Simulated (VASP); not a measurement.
## H: single point with PBE

Crystal: H.

```xyz
2
Lattice="-1.8249 1.8249 2.3611 1.8249 -1.8249 2.3611 1.8249 1.8249 -2.3611" Properties=species:S:1:pos:R:3 pbc="T T T"
H     0.0000    0.0000    4.3345
H     0.0000    0.0000    0.3877
```

This cell differs from its parent crystal: ratio of the length along z to the lengths across it x 1.05, volume and fractional coordinates fixed.

| Property | Result |
| --- | --- |
| Program | VASP 6.6.1 |
| Task | single point |
| Functional | PBE |
| Potentials or basis | VASP PAW PBE potentials, release 64 (H) |
| Cutoff | 520 eV |
| k mesh | 10 × 10 × 10 |
| Occupations | gaussian, width 0.05 eV |
| Spin | no spin polarisation |

| Item | Value |
| --- | --- |
| Pressure | -1.2 GPa |
| Largest force | 0.795 eV/Å |
| Band gap on the k mesh | 9.10 eV, indirect (least direct gap 9.56 eV) |

Forces on the atoms (eV/Å):
```
H    0.000  0.000  0.795
H    0.000  0.000 -0.795
```

Stress tensor (GPa, compression positive):
```
-0.11  0.00  0.00
 0.00 -0.11  0.00
 0.00  0.00 -3.29
```

Levels at points of the mesh, in eV from the valence-band top:
| k point | band 1 | band 2 | band 3 | band 4 | band 5 |
| --- | --- | --- | --- | --- | --- |
| (0.00, 0.00, 0.00) | -1.43 | 12.13 | 15.32 | 20.90 | 20.90 |
| (0.50, 0.00, 0.00) | -0.46 | 9.10 | 15.45 | 16.70 | 18.71 |
| (0.50, 0.50, 0.00) | -0.29 | 10.77 | 12.88 | 14.98 | 16.95 |
| (0.50, 0.50, 0.50) | 0.00 | 9.57 | 14.60 | 15.43 | 15.43 |

Wall time 18 s on 1 thread of AMD EPYC 9R45 (Zen 5), with other jobs on the host, peak memory 0.11 GiB.

 A k mesh can miss the band edges.
